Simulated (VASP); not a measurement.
# Zn (Fm-3m) in VASP: a series of runs, part 2 of 2

VASP 6.6.1.

## Step 3: Relaxation of cell and atoms, LDA

INCAR

```
SYSTEM = Zn
PREC = Accurate
ENCUT = 600
EDIFF = 1E-6
ISMEAR = 1
SIGMA = 0.1
LREAL = .False.
LASPH = .True.
NELM = 60
ALGO = Normal
ISIF = 3
LWAVE = .False.
LCHARG = .False.
IBRION = 2
NSW = 80
EDIFFG = -0.02
```

KPOINTS

```
Automatic mesh
0
Gamma
  18 18 18
  0 0 0
```

POSCAR

```
Zn
1.0
    0.0000000000      1.8901067719      1.8901067719
    1.8901067719      0.0000000000      1.8901067719
    1.8901067719      1.8901067719      0.0000000000
Zn
1
Direct
    0.0000000000      0.0000000000      0.0000000000
```

Potentials or basis: VASP PAW LDA potentials, release 64 (Zn).

On the command line:

```sh
> cat potpaw_LDA.64/Zn/POTCAR > POTCAR
> mpirun -np 1 vasp_std > vasp.out
```

OUTCAR:

```text
SYSTEM = Zn
   PREC = Accurate
   ENCUT = 600
   EDIFF = 1E-6
   ISMEAR = 1
   LREAL = .False.
   LASPH = .True.
   NELM = 60
   ISIF = 3
   IBRION = 2
   NSW = 80
   EDIFFG = -0.02

 ion  position               nearest neighbor table
   1  0.000  0.000  0.000-

  LATTYP: Found a face centered cubic cell.
 ALAT       =     3.7802135438

  Lattice vectors:

 A1 = (   0.0000000000,   1.8901067719,   1.8901067719)
 A2 = (   1.8901067719,   0.0000000000,   1.8901067719)
 A3 = (   1.8901067719,   1.8901067719,   0.0000000000)

Analysis of symmetry for initial positions (statically):
=====================================================================
 Subroutine PRICEL returns:
 Original cell was already a primitive cell.

 Routine SETGRP: Setting up the symmetry group for a
 face centered cubic supercell.

 Subroutine GETGRP returns: Found 48 space group operations
 (whereof 48 operations were pure point group operations)
 out of a pool of 48 trial point group operations.

The static configuration has the point symmetry O_h .

Analysis of symmetry for dynamics (positions and initial velocities):
=====================================================================
 Subroutine PRICEL returns:
 Original cell was already a primitive cell.

 Routine SETGRP: Setting up the symmetry group for a
 face centered cubic supercell.

 Subroutine GETGRP returns: Found 48 space group operations
 (whereof 48 operations were pure point group operations)
 out of a pool of 48 trial point group operations.

The dynamic configuration has the point symmetry O_h .

 Subroutine INISYM returns: Found 48 space group operations
 (whereof 48 operations are pure point group operations),
 and found     1 'primitive' translations

----------------------------------------------------------------------------------------

                                     Primitive cell

  volume of cell :      13.5048

  direct lattice vectors                    reciprocal lattice vectors
     0.000000000  1.890106772  1.890106772    -0.264535320  0.264535320  0.264535320
     1.890106772  0.000000000  1.890106772     0.264535320 -0.264535320  0.264535320
     1.890106772  1.890106772  0.000000000     0.264535320  0.264535320 -0.264535320

  length of vectors
     2.673014631  2.673014631  2.673014631     0.458188615  0.458188615  0.458188615

  position of ions in fractional coordinates (direct lattice)
     0.000000000  0.000000000  0.000000000

  ion indices of the primitive-cell ions
   primitive index   ion index
                 1           1

----------------------------------------------------------------------------------------

 KPOINTS: Automatic mesh

Automatic generation of k-mesh.
 Grid dimensions read from file:
[... 92 lines left out ...]
   AEXX    =    0.0000 exact exchange contribution
   IVDW    =     0    specifies the selected vdW correction
   LEPSILON=     F    determine dielectric tensor
   LRPA    =     F    only Hartree local field effects (RPA)
 conjugate gradient relaxation of ions
 non-spin polarized calculation
 Methfessel and Paxton  Order N= 1 SIGMA  =   0.10
  energy-cutoff  :      600.00
  volume of cell :       13.50
 maximum number of plane-waves:       465
 NGX is ok and might be reduce to    24
   NGX = 11   NGY = 11   NGZ = 11

--------------------------------------- Ionic step        1  -------------------------------------------

 number of electron      12.0000001 magnetization

 Free energy of the ion-electron system (eV)
  ---------------------------------------------------
  ext. energy  EPLUGINS =         0.00000000
  ---------------------------------------------------
  free energy    TOTEN  =        -1.84724744 eV

  energy without entropy =       -1.84686385  energy(sigma->0) =       -1.84711957

------------------------ aborting loop because EDIFF is reached ----------------------------------------

  FORCE on cell =-STRESS in cart. coord.  units (eV):
  Direction    XX          YY          ZZ          XY          YZ          ZX
  --------------------------------------------------------------------------------------
  -------------------------------------------------------------------------------------
  Total        0.0496464      0.0496464      0.0496464      0.0000000     -0.0000000      0.0000000
  in kB        5.8899221      5.8899221      5.8899221      0.0000000     -0.0000000      0.0000000
  external PRESSURE =       5.8899221 kB  Pullay stress =       0.0000000 kB

 VOLUME and BASIS-vectors are now :
 -----------------------------------------------------------------------------
  energy-cutoff  :      600.00
  volume of cell :       13.50
      direct lattice vectors                 reciprocal lattice vectors
     0.000000000  1.890106772  1.890106772    -0.264535320  0.264535320  0.264535320
     1.890106772  0.000000000  1.890106772     0.264535320 -0.264535320  0.264535320
     1.890106772  1.890106772  0.000000000     0.264535320  0.264535320 -0.264535320

 POSITION                                       TOTAL-FORCE (eV/Angst)
 -----------------------------------------------------------------------------------
      0.00000      0.00000      0.00000         0.000000      0.000000     -0.000000
 -----------------------------------------------------------------------------------
    total drift:                                0.000000      0.000000     -0.000000

  FREE ENERGIE OF THE ION-ELECTRON SYSTEM (eV)
  ---------------------------------------------------
  free  energy   TOTEN  =        -1.8472474368 eV

  energy  without entropy=       -1.8468638467  energy(sigma->0) =       -1.84711957

--------------------------------------- Ionic step        2  -------------------------------------------

 number of electron      11.9999998 magnetization

 Free energy of the ion-electron system (eV)
  ---------------------------------------------------
  ext. energy  EPLUGINS =         0.00000000
  ---------------------------------------------------
  free energy    TOTEN  =        -1.84740221 eV

  energy without entropy =       -1.84701728  energy(sigma->0) =       -1.84727390

 E-fermi :   3.6072     XC(G=0): -12.5042

 val. band max:        3.5980567914   @ k =   0.4444   0.0000   0.0000
 cond. band min:       3.6076607052   @ k =  -0.3889   0.2778   0.0556
 fundamental gap:      0.0096039138
 Fermi energy:         3.6072094246

 k-point     1 :       0.0000    0.0000    0.0000
  band No.  band energies     occupation
      1      -7.5836      2.00000
      2      -4.3320      2.00000
      3      -4.3320      2.00000
      4      -4.3320      2.00000
      5      -3.8620      2.00000
      6      -3.8620      2.00000
      7      23.3649      0.00000
      8      23.3649      0.00000
      9      23.3649      0.00000
     10      23.5456      0.00000
[... 287 lines left out ...]
 k-point    24 :      -0.2222    0.0556    0.0000
  band No.  band energies     occupation
      1      -5.8370      2.00000
      2      -4.3351      2.00000
      3      -4.2131      2.00000
      4      -4.2033      2.00000
      5      -3.8741      2.00000
      6      -3.7006      2.00000
      7      12.0645      0.00000
      8      18.6919      0.00000
      9      22.4430      0.00000
     10      23.5714      0.00000

 [... further k-points ...]
[... 5 lines left out ...]
  --------------------------------------------------------------------------------------
  -------------------------------------------------------------------------------------
  Total       -0.0014737     -0.0014737     -0.0014737      0.0000000     -0.0000000      0.0000000
  in kB       -0.1735803     -0.1735803     -0.1735803      0.0000000     -0.0000000      0.0000000
  external PRESSURE =      -0.1735803 kB  Pullay stress =       0.0000000 kB

 VOLUME and BASIS-vectors are now :
 -----------------------------------------------------------------------------
  energy-cutoff  :      600.00
  volume of cell :       13.60
      direct lattice vectors                 reciprocal lattice vectors
     0.000000000  1.894633720  1.894633720    -0.263903252  0.263903252  0.263903252
     1.894633720 -0.000000000  1.894633720     0.263903252 -0.263903252  0.263903252
     1.894633720  1.894633720  0.000000000     0.263903252  0.263903252 -0.263903252

 POSITION                                       TOTAL-FORCE (eV/Angst)
 -----------------------------------------------------------------------------------
      1.89463      1.89463      3.78927        -0.000000     -0.000000     -0.000000
 -----------------------------------------------------------------------------------
    total drift:                               -0.000000     -0.000000     -0.000000

  FREE ENERGIE OF THE ION-ELECTRON SYSTEM (eV)
  ---------------------------------------------------
  free  energy   TOTEN  =        -1.8474022106 eV

  energy  without entropy=       -1.8470172821  energy(sigma->0) =       -1.84727390

 reached required accuracy - stopping structural energy minimisation
```

OSZICAR:

```text
N       E                     dE             d eps       ncg     rms          rms(c)
DAV:   1     0.358394071979E+02    0.35839E+02   -0.75495E+03  3980   0.217E+03
DAV:   2    -0.129389379282E+01   -0.37133E+02   -0.35393E+02  3956   0.215E+02
DAV:   3    -0.200349873451E+01   -0.70960E+00   -0.70807E+00  4386   0.321E+01
DAV:   4    -0.200515647826E+01   -0.16577E-02   -0.16576E-02  4222   0.147E+00
DAV:   5    -0.200515799737E+01   -0.15191E-05   -0.15191E-05  4122   0.423E-02    0.370E+00
DAV:   6    -0.186337296210E+01    0.14179E+00   -0.87358E-01  4416   0.212E+01    0.263E+00
DAV:   7    -0.185218341005E+01    0.11190E-01   -0.18993E-02  4200   0.315E+00    0.133E+00
DAV:   8    -0.184726575889E+01    0.49177E-02   -0.16776E-03  5356   0.659E-01    0.295E-02
DAV:   9    -0.184724804732E+01    0.17712E-04   -0.12892E-04  5572   0.219E-01    0.238E-02
DAV:  10    -0.184724744077E+01    0.60655E-06   -0.11285E-05  4028   0.694E-02    0.105E-03
DAV:  11    -0.184724743676E+01    0.40156E-08   -0.10184E-07  2038   0.553E-03
   1 F= -.18472474E+01 E0= -.18471196E+01  d E =-.184725E+01
       N       E                     dE             d eps       ncg     rms          rms(c)
DAV:   1    -0.185680661268E+01   -0.95592E-02   -0.11828E-01  4356   0.759E+00    0.681E-01
DAV:   2    -0.184853255134E+01    0.82741E-02   -0.40373E-02  4340   0.462E+00    0.223E-01
DAV:   3    -0.184773719022E+01    0.79536E-03   -0.44467E-04  4278   0.411E-01    0.121E-01
DAV:   4    -0.184740154050E+01    0.33565E-03   -0.11391E-04  5408   0.182E-01    0.389E-03
DAV:   5    -0.184740221061E+01   -0.67011E-06   -0.33840E-06  3860   0.214E-02
   2 F= -.18474022E+01 E0= -.18472739E+01  d E =-.154774E-03
```

It took 27 s on 1 thread of Intel Xeon Platinum 8488C (Sapphire Rapids), shared host; peak memory 0.15 GiB.

What came out:

- Free energy: -1.8474 eV
- Relaxed volume: 13.60 Å³/atom
- Relaxed cell: a = 2.679 Å, b = 2.679 Å, c = 2.679 Å, α = 60.00°, β = 60.00°, γ = 60.00°
- Space group after relaxing (to 0.1 Å): Fm-3m (No. 225)
- Energy gained by relaxing: 0.2 meV/atom
- Ionic steps: 2
- Pressure after relaxing: 0.0 GPa
- Band gap on the k mesh: zero (bands 6 and 7 overlap by 3.01 eV)

Step by step:
| step | energy change (eV) | largest force (eV/Å) | pressure (GPa) | volume (Å³) |
| --- | --- | --- | --- | --- |
| 1 | 0.0000 | 0.0000 | 0.59 | 13.50 |
| 2 | -0.0002 | 0.0000 | -0.02 | 13.60 |

Final structure:
```yaml
crystal:
  lattice:
    - [0.00000, 1.89463, 1.89463]
    - [1.89463, 0.00000, 1.89463]
    - [1.89463, 1.89463, 0.00000]
  atoms:
    - { symbol: Zn, position: [0.00000, 0.00000, 0.00000] }
```

Levels at points of the mesh, in eV from the Fermi level:
```tsv
k point	band 4	band 5	band 6	band 7	band 8	band 9
(0.00, 0.00, 0.00)	-7.94	-7.47	-7.47	19.76	19.76	19.76
(0.50, 0.00, 0.00)	-7.12	-7.12	-3.28	-1.17	16.49	16.49
(0.50, 0.50, 0.00)	-7.04	-7.04	-1.21	2.18	8.99	8.99
```

## Step 4: Single point, LDA

INCAR

```
SYSTEM = Zn
ALGO = Normal
EDIFF = 1E-6
ENCUT = 500
GGA = CA
GGA_COMPAT = .FALSE.
ISIF = 2
ISMEAR = 1
LASPH = .TRUE.
LCHARG = .FALSE.
LREAL = .FALSE.
LWAVE = .FALSE.
NBANDS = 12
NELM = 120
PREC = Accurate
SIGMA = 0.1
```

KPOINTS

```
k-points
0
G
  18 18 18
  0 0 0
```

POSCAR is that of step 3.

On the command line:

```sh
> cat potpaw_LDA.64/Zn/POTCAR > POTCAR
> mpirun -np 1 vasp_std > vasp.out
```

Run time: 8.7 s. Hardware: 1 thread of Intel Xeon 6975P-C (Granite Rapids), shared host; peak memory 0.13 GiB.

It converged, with:

| Quantity | Value |
| --- | --- |
| Free energy | -1.8474 eV |
| Pressure | 0.8 GPa |
| Band gap on the k mesh | zero (bands 6 and 7 overlap by 3.00 eV) |

Levels at points of the mesh, in eV from the Fermi level:
```
           k point  band 2  band 3  band 4  band 5  band 6  band 7  band 8  band 9  band 10  band 11
(0.00, 0.00, 0.00)   -7.97   -7.97   -7.97   -7.49   -7.49   19.86   19.86   19.86    19.99    22.65
(0.50, 0.00, 0.00)   -7.97   -7.97   -7.14   -7.14   -3.32   -1.16   16.57   16.57    18.45    20.36
(0.50, 0.50, 0.00)   -8.73   -7.15   -7.05   -7.05   -1.24    2.21    9.03    9.03    13.04    14.65
```

## Step 5: Relaxation of cell and atoms, LDA

This run uses another cell than the first one, of 15.29 Å³/atom.

INCAR

```
SYSTEM = Zn
PREC = Accurate ; ENCUT = 500
EDIFF = 1E-7 ; ISMEAR = 1
SIGMA = 0.1 ; LREAL = .False.
LASPH = .True. ; NELM = 120
ALGO = Normal ; ISIF = 3
LWAVE = .False. ; LCHARG = .False.
GGA = CA ; IBRION = 2
NSW = 80 ; EDIFFG = -0.02
GGA_COMPAT = .False. ; NELMIN = 4
```

KPOINTS

```
regular mesh
0
Gamma
  18 18 18
  0 0 0
```

POSCAR

```
Zn
1.0
    0.0000000000      1.9700000000      1.9700000000
    1.9700000000      0.0000000000      1.9700000000
    1.9700000000      1.9700000000      0.0000000000
Zn
1
Direct
    0.0000000000      0.0000000000      0.0000000000
```

Potentials or basis: VASP PAW LDA potentials, release 64 (Zn).

On the command line:

```sh
> cat potpaw_LDA.64/Zn/POTCAR > POTCAR
> mpirun -np 1 vasp_std > vasp.out
```

OUTCAR:

```text
SYSTEM = Zn
   PREC = Accurate
   ENCUT = 500
   EDIFF = 1E-7
   ISMEAR = 1
   LREAL = .False.
   LASPH = .True.
   NELM = 120
   ISIF = 3
   GGA = CA
   IBRION = 2
   NSW = 80
   EDIFFG = -0.02
   NELMIN = 4

 ion  position               nearest neighbor table
   1  0.000  0.000  0.000-

  LATTYP: Found a face centered cubic cell.
 ALAT       =     3.9400000000

  Lattice vectors:

[... 530 lines left out ...]
      1      -5.8348      2.00000
      2      -4.3234      2.00000
      3      -4.1999      2.00000
      4      -4.1906      2.00000
      5      -3.8596      2.00000
      6      -3.6857      2.00000
      7      12.0958      0.00000
      8      18.7334      0.00000
      9      22.4941      0.00000
     10      23.6114      0.00000

 [... further k-points ...]
[... 5 lines left out ...]
  --------------------------------------------------------------------------------------
  -------------------------------------------------------------------------------------
  Total       -0.0005061     -0.0005061     -0.0005061      0.0000000      0.0000000      0.0000000
  in kB       -0.0597399     -0.0597399     -0.0597399      0.0000000      0.0000000      0.0000000
  external PRESSURE =      -0.0597399 kB  Pullay stress =       0.0000000 kB

 VOLUME and BASIS-vectors are now :
 -----------------------------------------------------------------------------
  energy-cutoff  :      500.00
  volume of cell :       13.57
      direct lattice vectors                 reciprocal lattice vectors
    -0.000000000  1.893230293  1.893230293    -0.264098880  0.264098880  0.264098880
     1.893230293  0.000000000  1.893230293     0.264098880 -0.264098880  0.264098880
     1.893230293  1.893230293  0.000000000     0.264098880  0.264098880 -0.264098880

 POSITION                                       TOTAL-FORCE (eV/Angst)
 -----------------------------------------------------------------------------------
      0.00000      0.00000      0.00000         0.000000     -0.000000      0.000000
 -----------------------------------------------------------------------------------
    total drift:                                0.000000     -0.000000     -0.000000

  FREE ENERGIE OF THE ION-ELECTRON SYSTEM (eV)
  ---------------------------------------------------
  free  energy   TOTEN  =        -1.8476901121 eV

  energy  without entropy=       -1.8473022701  energy(sigma->0) =       -1.84756083

 reached required accuracy - stopping structural energy minimisation
```

It took 14 s on 1 thread of Intel Xeon 6975P-C (Granite Rapids), shared host; peak memory 0.14 GiB.

What came out:

* Free energy: -1.8477 eV
* Relaxed volume: 13.57 Å³/atom
* Relaxed cell: a = 2.677 Å, b = 2.677 Å, c = 2.677 Å, α = 60.00°, β = 60.00°, γ = 60.00°
* Space group after relaxing (to 0.1 Å): Fm-3m (No. 225)
* Energy gained by relaxing: 49.7 meV/atom
* Ionic steps: 2
* Pressure after relaxing: 0.0 GPa
* Band gap on the k mesh: zero (bands 6 and 7 overlap by 3.00 eV)

Step by step:
| step | energy change (eV) | largest force (eV/Å) | pressure (GPa) | volume (Å³) |
| --- | --- | --- | --- | --- |
| 1 | 0.0000 | 0.0000 | -8.46 | 15.29 |
| 2 | -0.0497 | 0.0000 | -0.01 | 13.57 |

Final structure:
```cif
data_structure
_symmetry_space_group_name_H-M 'P 1'
_symmetry_Int_Tables_number 1
_cell_length_a 2.6774
_cell_length_b 2.6774
_cell_length_c 2.6774
_cell_angle_alpha 60.000
_cell_angle_beta 60.000
_cell_angle_gamma 60.000
_cell_volume 13.57
loop_
_atom_site_label
_atom_site_type_symbol
_atom_site_fract_x
_atom_site_fract_y
_atom_site_fract_z
_atom_site_occupancy
Zn1 Zn 0.00000 0.00000 0.00000 1
```

## Step 6: The runs side by side

| task | cell | cutoff (eV) | gap on the mesh (eV) | pressure (GPa) | relaxed volume (Å³/atom) |
| --- | --- | --- | --- | --- | --- |
| single point | a = 2.673 Å, angles 60.0°, 1 atom | 520 | none | 0.8 | - |
| relaxation of cell and atoms | relaxed from a = 2.673 Å, angles 60.0°, 1 atom | 600 | none | 0.0 | 13.60 |
| single point | a = 2.673 Å, angles 60.0°, 1 atom | 500 | none | 0.8 | - |
| relaxation of cell and atoms | relaxed from a = 2.786 Å, angles 60.0°, 1 atom | 500 | none | 0.0 | 13.57 |

Alike in all rows: level LDA; potentials or basis VASP PAW LDA potentials, release 64 (Zn); no spin polarisation; k mesh 18 × 18 × 18; smearing methfessel-paxton 0.1 eV.

Total energies depend on the potentials used, so only differences within one code and one set of settings carry meaning.
